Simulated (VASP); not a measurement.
# BN (P6_3/mmc) in VASP: notebook

BN is run at these levels: r2SCAN; tasks: single point, relaxation of cell and atoms.

Everything below comes from runs of VASP 6.6.1. Logs are shortened: lines on timing, memory, paths and dates and some standing lists are left out, and cuts for length are marked.

## Step 1: The cell of the first run

Symmetry: P6_3/mmc, No. 194, hexagonal system. The conventional cell has a = 2.499 Å, b = 2.499 Å, c = 6.844 Å, α = 90.00°, β = 90.00°, γ = 120.00°. B (site symmetry -6m2) has 3 N at 1.44 Å within 1.9 Å. Within 1.9 Å of N (site symmetry -6m2) lie 3 B at 1.44 Å.

## Step 2: Single point, r2SCAN

Contents of POSCAR:

```
BN
1.0
    2.4990664912      0.0000000000      0.0000000000
   -1.2495332456      2.1642550672      0.0000000000
    0.0000000000      0.0000000000      6.8441298231
B N
2 2
Direct
    0.3333333333      0.6666666667      0.2500000000
    0.6666666667      0.3333333333      0.7500000000
    0.3333333333      0.6666666667      0.7500000000
    0.6666666667      0.3333333333      0.2500000000
```

Contents of INCAR.step1:

```
SYSTEM = BN
  ALGO = Normal
  EDIFF = 1E-4
  ENCUT = 520
  GGA = PE
  ISMEAR = 0
  LASPH = .TRUE.
  LCHARG = .FALSE.
  LREAL = .FALSE.
  LWAVE = .TRUE.
  NBANDS = 16
  NELM = 100
  PREC = Accurate
  SIGMA = 0.1
```

Contents of INCAR.step2:

```
SYSTEM = BN
  ALGO = Normal
  EDIFF = 1E-7
  ENCUT = 520
  ISIF = 2
  ISMEAR = 0
  ISTART = 1
  LASPH = .TRUE.
  LCHARG = .FALSE.
  LMIXTAU = .TRUE.
  LREAL = .FALSE.
  LWAVE = .FALSE.
  METAGGA = R2SCAN
  NBANDS = 16
  NELM = 100
  PREC = Accurate
  SIGMA = 0.1
```

Contents of KPOINTS:

```
k-points
0
G
  9 9 4
  0 0 0
```

Potentials or basis: VASP PAW PBE potentials, release 64 (B, N).

Command:

```sh
$ cat potpaw_PBE.64/B/POTCAR potpaw_PBE.64/N/POTCAR > POTCAR
$ cp INCAR.step1 INCAR
$ mpirun -np 1 vasp_std > vasp.out
$ cp INCAR.step2 INCAR
$ mpirun -np 1 vasp_std > vasp.out
```

OUTCAR:

```text
SYSTEM = BN
   EDIFF = 1E-7
   ENCUT = 520
   ISIF = 2
   ISMEAR = 0
   ISTART = 1
   LASPH = .TRUE.
   LREAL = .FALSE.
   METAGGA = R2SCAN
   NELM = 100
   PREC = Accurate

 ion  position               nearest neighbor table
   1  0.333  0.667  0.250-   4 1.44   4 1.44   4 1.44
   2  0.667  0.333  0.750-   3 1.44   3 1.44   3 1.44
   3  0.333  0.667  0.750-   2 1.44   2 1.44   2 1.44
   4  0.667  0.333  0.250-   1 1.44   1 1.44   1 1.44

  LATTYP: Found a hexagonal cell.
 ALAT       =     2.4990664912
 C/A-ratio  =     2.7386745600

  Lattice vectors:

 A1 = (   2.4990664912,   0.0000000000,   0.0000000000)
 A2 = (  -1.2495332456,   2.1642550672,   0.0000000000)
 A3 = (   0.0000000000,   0.0000000000,   6.8441298231)

Analysis of symmetry for initial positions (statically):
=====================================================================
 Subroutine PRICEL returns:
 Original cell was already a primitive cell.

 Routine SETGRP: Setting up the symmetry group for a
 hexagonal supercell.

 Subroutine GETGRP returns: Found 24 space group operations
 (whereof 12 operations were pure point group operations)
 out of a pool of 24 trial point group operations.

The static configuration has the point symmetry D_3d.
 The point group associated with its full space group is D_6h.

Analysis of symmetry for dynamics (positions and initial velocities):
=====================================================================
 Subroutine PRICEL returns:
 Original cell was already a primitive cell.

 Routine SETGRP: Setting up the symmetry group for a
 hexagonal supercell.

 Subroutine GETGRP returns: Found 24 space group operations
 (whereof 12 operations were pure point group operations)
 out of a pool of 24 trial point group operations.

The dynamic configuration has the point symmetry D_3d.
 The point group associated with its full space group is D_6h.

 Subroutine INISYM returns: Found 24 space group operations
 (whereof 12 operations are pure point group operations),
 and found     1 'primitive' translations

----------------------------------------------------------------------------------------

                                     Primitive cell

  volume of cell :      37.0173

  direct lattice vectors                    reciprocal lattice vectors
     2.499066491  0.000000000  0.000000000     0.400149417  0.231026374  0.000000000
    -1.249533246  2.164255067  0.000000000     0.000000000  0.462052747  0.000000000
     0.000000000  0.000000000  6.844129823     0.000000000  0.000000000  0.146110612
[... 92 lines left out ...]
   IBRION =     -1    ionic relax: 0-MD 1-quasi-New 2-CG
   NFREE  =      0    steps in history (QN), initial steepest desc. (CG)
   ISIF   =      2    stress and relaxation
   ISYM   =      2    0-nonsym 1-usesym 2-fastsym
   POTIM  = 0.5000    time-step for ionic-motion
   TEBEG  =    0.0;   TEEND  =   0.0 temperature during run
   PSTRESS=    0.0 pullay stress
   NELECT =      16.0000    total number of electrons
   NUPDOWN=      -1.0000    fix difference up-down
   EMIN   =  10.00;   EMAX   =-10.00  energy-range for DOS
   EFERMI =   0.00;   METHOD = LEGACY
   ISMEAR =     0;   SIGMA  =   0.10  broadening in eV -4-tet -1-fermi 0-gaus
   EFERMI_NEDOS =   21; number of points for ismear=-14 and -15
   IALGO  =     38    algorithm
   IMIX   =      4    mixing-type and parameters
     AMIX     =   0.40;   BMIX     =  1.00
     AMIX_MAG =   1.60;   BMIX_MAG =  1.00
  volume/ion in A,a.u.               =       9.25        62.45
  Fermi-wavevector in a.u.,A,eV,Ry     =   1.237789  2.339082 20.845784  1.532122
  Thomas-Fermi vector in A             =   2.372342
   LORBIT       =      0    0 simple, 1 ext, 2 COOP (PROOUT), +10 PAW based schemes
   METAGGA = R2SCAN    functional components
   LHFCALC =     F    Hartree Fock is set to
   AEXX    =    0.0000 exact exchange contribution
   IVDW    =     0    specifies the selected vdW correction
   LEPSILON=     F    determine dielectric tensor
   LRPA    =     F    only Hartree local field effects (RPA)
 non-spin polarized calculation
 Gauss-broadening in eV      SIGMA  =   0.10
  energy-cutoff  :      520.00
  volume of cell :       37.02
 maximum number of plane-waves:      1009
 NGX is ok and might be reduce to    20
   NGX =  9   NGY =  9   NGZ = 25

 number of electron      16.0000000 magnetization

 Free energy of the ion-electron system (eV)
  ---------------------------------------------------
  ext. energy  EPLUGINS =         0.00000000
  ---------------------------------------------------
  free energy    TOTEN  =       -38.59555523 eV

  energy without entropy =      -38.59555523  energy(sigma->0) =      -38.59555523

 E-fermi :   2.3415     XC(G=0): -10.5466

 val. band max:        1.7968278211   @ k =   0.3333   0.3333   0.5000
 cond. band min:       6.8572138959   @ k =   0.4444   0.1111   0.0000
 fundamental gap:      5.0603860748
 Fermi energy:         2.3414850742

 k-point     1 :       0.0000    0.0000    0.0000
  band No.  band energies     occupation
      1     -17.0048      2.00000
      2     -16.7755      2.00000
      3      -4.4815      2.00000
      4      -2.5960      2.00000
      5       0.4502      2.00000
      6       0.4502      2.00000
[... 433 lines left out ...]
      3      -6.4328      2.00000
      4      -6.3422      2.00000
      5      -5.6779      2.00000
      6      -5.6779      2.00000
[... 8 lines left out ...]
     15      19.5307      0.00000
     16      20.6408      0.00000

 [... further k-points ...]

------------------------ aborting loop because EDIFF is reached ----------------------------------------

  FORCE on cell =-STRESS in cart. coord.  units (eV):
  Direction    XX          YY          ZZ          XY          YZ          ZX
  --------------------------------------------------------------------------------------
  -------------------------------------------------------------------------------------
  Total        0.3477882      0.3477882     -0.0348121      0.0000000      0.0000000      0.0000000
  in kB       15.0529281     15.0529281     -1.5067336      0.0000000      0.0000000      0.0000000
  external PRESSURE =       9.5330409 kB  Pullay stress =       0.0000000 kB

 VOLUME and BASIS-vectors are now :
 -----------------------------------------------------------------------------
  energy-cutoff  :      520.00
  volume of cell :       37.02
      direct lattice vectors                 reciprocal lattice vectors
     2.499066491  0.000000000  0.000000000     0.400149417  0.231026374  0.000000000
    -1.249533246  2.164255067  0.000000000     0.000000000  0.462052747  0.000000000
     0.000000000  0.000000000  6.844129823     0.000000000  0.000000000  0.146110612

 POSITION                                       TOTAL-FORCE (eV/Angst)
 -----------------------------------------------------------------------------------
     -0.00000      1.44284      1.71103         0.000000      0.000000      0.000000
      1.24953      0.72142      5.13310        -0.000000     -0.000000      0.000000
     -0.00000      1.44284      5.13310         0.000000     -0.000000      0.000000
      1.24953      0.72142      1.71103        -0.000000      0.000000     -0.000000
 -----------------------------------------------------------------------------------
    total drift:                               -0.000000      0.000000      0.000000

  FREE ENERGIE OF THE ION-ELECTRON SYSTEM (eV)
  ---------------------------------------------------
  free  energy   TOTEN  =       -38.5955552260 eV

  energy  without entropy=      -38.5955552260  energy(sigma->0) =      -38.59555523
```

Wall time 46 s (1 thread of AMD EPYC 9R45 (Zen 5), shared host); peak memory 0.13 GiB.

What came out:

```
Free energy            : -38.5956 eV
Pressure               : 1.0 GPa
Band gap on the k mesh : 5.06 eV (least direct gap 5.38 eV)
```

Stress tensor (GPa, compression positive):
```
 1.51  0.00  0.00
 0.00  1.51  0.00
 0.00  0.00 -0.15
```

Levels at points of the mesh, in eV from the valence-band top:
```
           k point  band 5  band 6  band 7  band 8  band 9  band 10  band 11  band 12
(0.00, 0.00, 0.00)   -1.35   -1.35   -1.32   -1.32    5.42    10.68    12.36    12.36
(0.00, 0.00, 0.50)   -1.33   -1.33   -1.33   -1.33    7.75     7.75    12.41    12.41
```

Caveat: the PAW data sets were made with another functional, which shifts forces and pressure a little.

## Step 3: Relaxation of cell and atoms, r2SCAN

This run uses another cell than the first one, of 9.22 Å³/atom.

Contents of POSCAR:

```
BN
1.0
    2.5400000000      0.0000000000      0.0000000000
   -1.2700000000      2.1997045300      0.0000000000
    0.0000000000      0.0000000000      6.5980000000
B N
2 2
Direct
    0.3333333300      0.6666666700      0.2500000000
    0.6666666700      0.3333333300      0.7500000000
    0.3333333300      0.6666666700      0.7500000000
    0.6666666700      0.3333333300      0.2500000000
```

Contents of INCAR.step1:

```
ALGO = Normal ; EDIFF = 1E-4
ENCUT = 600 ; GGA = PE
ISMEAR = 0 ; LASPH = True
LCHARG = False ; LREAL = False
LWAVE = True ; NELM = 100
PREC = Accurate ; SIGMA = 0.1
```

Contents of INCAR.step2:

```
ALGO = Normal ; EDIFF = 1E-6
EDIFFG = -0.05 ; ENCUT = 600
IBRION = 2 ; ISIF = 3
ISMEAR = 0 ; ISTART = 1
LASPH = True ; LCHARG = False
LMIXTAU = True ; LREAL = False
LWAVE = False ; METAGGA = R2SCAN
NELM = 100 ; NSW = 100
PREC = Accurate ; SIGMA = 0.1
```

Contents of KPOINTS:

```
k-points
0
Gamma
  9 9 4
```

Potentials or basis: VASP PAW PBE potentials, release 64 (B, N).

Command:

```sh
$ cat potpaw_PBE.64/B/POTCAR potpaw_PBE.64/N/POTCAR > POTCAR
$ cp INCAR.step1 INCAR
$ mpirun -np 1 vasp_std > vasp.out
$ cp INCAR.step2 INCAR
$ mpirun -np 1 vasp_std > vasp.out
```

OUTCAR:

```text
EDIFF = 1E-6
   EDIFFG = -0.05
   ENCUT = 600
   IBRION = 2
   ISIF = 3
   ISMEAR = 0
   ISTART = 1
   LASPH = True
   LREAL = False
   METAGGA = R2SCAN
   NELM = 100
   NSW = 100
   PREC = Accurate

 ion  position               nearest neighbor table
   1  0.333  0.667  0.250-   4 1.47   4 1.47   4 1.47
   2  0.667  0.333  0.750-   3 1.47   3 1.47   3 1.47
   3  0.333  0.667  0.750-   2 1.47   2 1.47   2 1.47
   4  0.667  0.333  0.250-   1 1.47   1 1.47   1 1.47

  LATTYP: Found a hexagonal cell.
 ALAT       =     2.5400000000
 C/A-ratio  =     2.5976377953

  Lattice vectors:

 A1 = (   2.5400000000,   0.0000000000,   0.0000000000)
 A2 = (  -1.2700000000,   2.1997045300,   0.0000000000)
 A3 = (   0.0000000000,   0.0000000000,   6.5980000000)

Analysis of symmetry for initial positions (statically):
=====================================================================
 Subroutine PRICEL returns:
 Original cell was already a primitive cell.

 Routine SETGRP: Setting up the symmetry group for a
 hexagonal supercell.

 Subroutine GETGRP returns: Found 24 space group operations
 (whereof 12 operations were pure point group operations)
 out of a pool of 24 trial point group operations.

The static configuration has the point symmetry D_3d.
 The point group associated with its full space group is D_6h.

Analysis of symmetry for dynamics (positions and initial velocities):
=====================================================================
 Subroutine PRICEL returns:
 Original cell was already a primitive cell.

 Routine SETGRP: Setting up the symmetry group for a
 hexagonal supercell.

 Subroutine GETGRP returns: Found 24 space group operations
 (whereof 12 operations were pure point group operations)
 out of a pool of 24 trial point group operations.

The dynamic configuration has the point symmetry D_3d.
 The point group associated with its full space group is D_6h.

 Subroutine INISYM returns: Found 24 space group operations
 (whereof 12 operations are pure point group operations),
[... 142 lines left out ...]

 Free energy of the ion-electron system (eV)
  ---------------------------------------------------
  ext. energy  EPLUGINS =         0.00000000
  ---------------------------------------------------
  free energy    TOTEN  =       -38.54276862 eV

  energy without entropy =      -38.54276862  energy(sigma->0) =      -38.54276862

------------------------ aborting loop because EDIFF is reached ----------------------------------------

  FORCE on cell =-STRESS in cart. coord.  units (eV):
  Direction    XX          YY          ZZ          XY          YZ          ZX
  --------------------------------------------------------------------------------------
  -------------------------------------------------------------------------------------
  Total       -3.5667511     -3.5667511      0.2160089      0.0000000      0.0000000      0.0000000
  in kB     -155.0147436   -155.0147442      9.3879744      0.0000000      0.0000000      0.0000000
  external PRESSURE =    -100.2138378 kB  Pullay stress =       0.0000000 kB
[... 177 lines left out ...]
--------------------------------------- Ionic step        6  -------------------------------------------

 number of electron      15.9999998 magnetization

 Free energy of the ion-electron system (eV)
  ---------------------------------------------------
  ext. energy  EPLUGINS =         0.00000000
  ---------------------------------------------------
  free energy    TOTEN  =       -38.59706452 eV

  energy without entropy =      -38.59706452  energy(sigma->0) =      -38.59706452

 E-fermi :   2.4646     XC(G=0): -10.7656

 val. band max:        2.0479650545   @ k =   0.3333   0.3333   0.5000
 cond. band min:       7.0671022498   @ k =   0.4444   0.1111   0.0000
 fundamental gap:      5.0191371952
 Fermi energy:         2.4645935169

 k-point     1 :       0.0000    0.0000    0.0000
  band No.  band energies     occupation
      1     -16.7624      2.00000
      2     -16.4648      2.00000
      3      -4.3509      2.00000
      4      -2.1307      2.00000
      5       0.6990      2.00000
      6       0.6990      2.00000
      7       0.7392      2.00000
      8       0.7392      2.00000
      9       7.7094      0.00000
     10      13.1848      0.00000
     11      14.3660      0.00000
     12      14.3660      0.00000
[... 331 lines left out ...]
 k-point    24 :       0.3333    0.3333    0.2500
  band No.  band energies     occupation
      1     -12.8360      2.00000
      2     -12.8360      2.00000
      3      -6.1722      2.00000
      4      -6.0533      2.00000
      5      -5.4182      2.00000
      6      -5.4182      2.00000
      7       2.0080      2.00000
      8       2.0080      2.00000
      9       7.5265      0.00000
     10       7.5265      0.00000
     11      13.6154      0.00000
     12      15.9121      0.00000

 [... further k-points ...]

------------------------ aborting loop because EDIFF is reached ----------------------------------------

  FORCE on cell =-STRESS in cart. coord.  units (eV):
  Direction    XX          YY          ZZ          XY          YZ          ZX
  --------------------------------------------------------------------------------------
  -------------------------------------------------------------------------------------
  Total        0.0746437      0.0746437      0.1990121      0.0000000     -0.0000000      0.0000000
  in kB        3.3330239      3.3330239      8.8863738      0.0000000     -0.0000000      0.0000000
  external PRESSURE =       5.1841405 kB  Pullay stress =       0.0000000 kB
[... 19 lines left out ...]
  FREE ENERGIE OF THE ION-ELECTRON SYSTEM (eV)
  ---------------------------------------------------
  free  energy   TOTEN  =       -38.5970645212 eV

  energy  without entropy=      -38.5970645212  energy(sigma->0) =      -38.59706452

 reached required accuracy - stopping structural energy minimisation
```

OUTCAR.step1:

```text
EDIFF = 1E-4
   ENCUT = 600
   GGA = PE
   ISMEAR = 0
[... 591 lines left out ...]
     -0.00000      1.46647      1.64950         0.000000     -0.000000      0.000000
      1.27000      0.73323      4.94850        -0.000000      0.000000      0.000000
     -0.00000      1.46647      4.94850        -0.000000      0.000000      0.000000
      1.27000      0.73323      1.64950         0.000000     -0.000000      0.000000
 -----------------------------------------------------------------------------------
    total drift:                               -0.000002      0.000001      0.000000

  FREE ENERGIE OF THE ION-ELECTRON SYSTEM (eV)
  ---------------------------------------------------
  free  energy   TOTEN  =       -35.1313135009 eV

  energy  without entropy=      -35.1313135009  energy(sigma->0) =      -35.13131350
```

Run time: 3.7 min. Hardware: 1 thread of AMD EPYC 9R45 (Zen 5), shared host; peak memory 0.13 GiB.

Results:

* Free energy: -38.5971 eV
* Relaxed volume: 8.97 Å³/atom
* Relaxed cell: a = 2.502 Å, b = 2.502 Å, c = 6.619 Å, α = 90.00°, β = 90.00°, γ = 120.00°
* Space group after relaxing (to 0.1 Å): P6_3/mmc (No. 194)
* Energy gained by relaxing: 13.6 meV/atom
* Ionic steps: 6
* Pressure after relaxing: 0.5 GPa
* Band gap on the k mesh: 5.02 eV (least direct gap 5.31 eV)

Stress tensor (GPa, compression positive):
```
0.33 0.00 0.00
0.00 0.33 0.00
0.00 0.00 0.89
```

The path:
| step | energy change (eV) | largest force (eV/Å) | pressure (GPa) | volume (Å³) |
| --- | --- | --- | --- | --- |
| 1 | 0.0000 | 0.0000 | -10.02 | 36.86 |
| 2 | 0.1665 | 0.0000 | 24.80 | 33.85 |
| 3 | -0.0538 | 0.0000 | 0.04 | 35.85 |
| 4 | -0.0538 | 0.0000 | 0.32 | 35.82 |
| 5 | -0.0538 | 0.0000 | 0.54 | 35.80 |
| 6 | -0.0543 | 0.0000 | 0.52 | 35.88 |

Final structure:
```
B N
1.0
     2.50181    0.00000    0.00000
    -1.25091    2.16664    0.00000
     0.00000    0.00000    6.61949
B N
2 2
Direct
  0.33333 0.66667 0.25000
  0.66667 0.33333 0.75000
  0.33333 0.66667 0.75000
  0.66667 0.33333 0.25000
```

Levels at points of the mesh, in eV from the valence-band top:
| k point | band 6 | band 7 | band 8 | band 9 | band 10 | band 11 |
| --- | --- | --- | --- | --- | --- | --- |
| (0.00, 0.00, 0.00) | -1.35 | -1.31 | -1.31 | 5.66 | 11.14 | 12.32 |
| (0.00, 0.00, 0.50) | -1.33 | -1.33 | -1.33 | 8.18 | 8.18 | 12.38 |

Caveat: the PAW data sets were made with another functional, which shifts forces and pressure a little.
